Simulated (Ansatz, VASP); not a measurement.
# NiO: VASP beside Ansatz

```
CELL_PARAMETERS angstrom
0.00000 2.09131 2.19588
2.09131 0.00000 2.19588
2.09131 2.09131 0.00000
ATOMIC_POSITIONS crystal
Ni 0.00000 0.00000 0.00000
O 0.50000 0.50000 0.50000
```

Change from the starting cell: strain +0.000 along x and y, +0.050 along z, atoms carried along.

Alike in both runs: task single point; functional PBE; k mesh 20 × 20 × 20; occupations gaussian, width 0.15 eV; collinear spin.

|  | VASP | Ansatz |
| --- | --- | --- |
| version | VASP 6.6.1 | Ansatz 0.2.0 |
| potentials or method | VASP PAW PBE potentials, release 64 (Ni, O), cutoff 520 eV | scalar-relativistic, plane waves, PAW |
| valence electrons in the cell | 16 | 24 |

|  | VASP | Ansatz | Ansatz less VASP |
| --- | --- | --- | --- |
| gap on the k mesh at the Fermi level (eV) | none | none | - |
| pressure (GPa) | -4.2 | -3.7 | +0.42 |
| traceless stress, the component that is largest in VASP (GPa) | -1.83 | -1.88 | -0.051 |
| net moment per atom (μB) | 0.89 | 0.90 | +0.014 |
| size of the moment on the site where the two differ most (μB) | 0.27 | 0.29 | +0.020 |

Site moments also hang on the region over which each program counts them. A gap of «none» marks a metal or a gap that the smearing closes. With one functional, cell and mesh, what is left measures potentials, basis and numerics. VASP's potentials hold 16 valence electrons a cell and Ansatz's 24, so a difference there can come from the potentials and not from the codes.
